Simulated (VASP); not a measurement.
# Ge2Sb2Te5: single point with PBE

The system is Ge2Sb2Te5.

```
Ge Sb Te
1.0
     3.94174    0.00000    0.00000
    -1.97087    3.41364    0.00000
     0.00000    0.00000   17.78038
Ge Sb Te
2 2 5
Direct
  0.00000 0.00000 0.33132
  0.00000 0.00000 0.66868
  0.33333 0.66667 0.11210
  0.66667 0.33333 0.88790
  0.00000 0.00000 0.00000
  0.33333 0.66667 0.79143
  0.66667 0.33333 0.20857
  0.33333 0.66667 0.40960
  0.66667 0.33333 0.59040
```

```json
{"Program": "VASP 6.6.1", "Task": "single point", "Functional": "PBE", "Potentials or basis": "VASP PAW PBE potentials, release 64 (Ge_d, Sb, Te)", "Cutoff": "520 eV", "k mesh": "12 × 12 × 2", "Occupations": "gaussian, width 0.03 eV", "Spin": "no spin polarisation"}
```

```json
{
  "Pressure": "11.8 GPa",
  "Largest force": "1.408 eV/Å",
  "Band gap on the k mesh": "zero (bands 34 and 35 overlap by 0.49 eV)"
}
```

Forces in eV/Å, atoms in the order of the input:
```
Ge   0.000  0.000 -0.943
Ge   0.000  0.000  0.943
Sb   0.000  0.000 -0.671
Sb   0.000  0.000  0.671
Te   0.000  0.000  0.000
Te   0.000  0.000 -1.408
Te   0.000  0.000  1.408
Te   0.000  0.000  1.170
Te   0.000  0.000 -1.170
```

Stress tensor (GPa, compression positive):
```
12.46  0.00  0.00
 0.00 12.46  0.00
 0.00  0.00 10.55
```

Levels at points of the mesh, in eV from the Fermi level:
```
           k point  band 31  band 32  band 33  band 34  band 35  band 36  band 37  band 38
(0.00, 0.00, 0.00)    -1.42    -0.73    -0.62     0.35     0.35     0.39     0.50     1.27
(0.50, 0.00, 0.00)    -2.64    -2.02    -1.60    -1.31    -0.14     0.39     0.72     1.25
(0.00, 0.00, 0.50)    -1.44    -1.44    -0.29     0.33     0.37     0.37     0.52     1.20
(0.50, 0.00, 0.50)    -2.45    -2.42    -1.97    -0.81     0.05     0.42     0.63     1.33
```

Wall time 4.8 min on 1 thread of Intel(R) Xeon(R) 6975P-C (Granite Rapids), with other jobs on the host, peak memory 0.55 GiB.

Caveat: the cell stands under pressure; spin-orbit coupling is left out, which moves the levels of the heavy elements; this functional lacks dispersion, which binds layers or chains, so the pressure and a relaxed spacing across them are unreliable; forces of over 1 eV/Å act on the atoms, so gaps and moduli don't describe the material at rest.
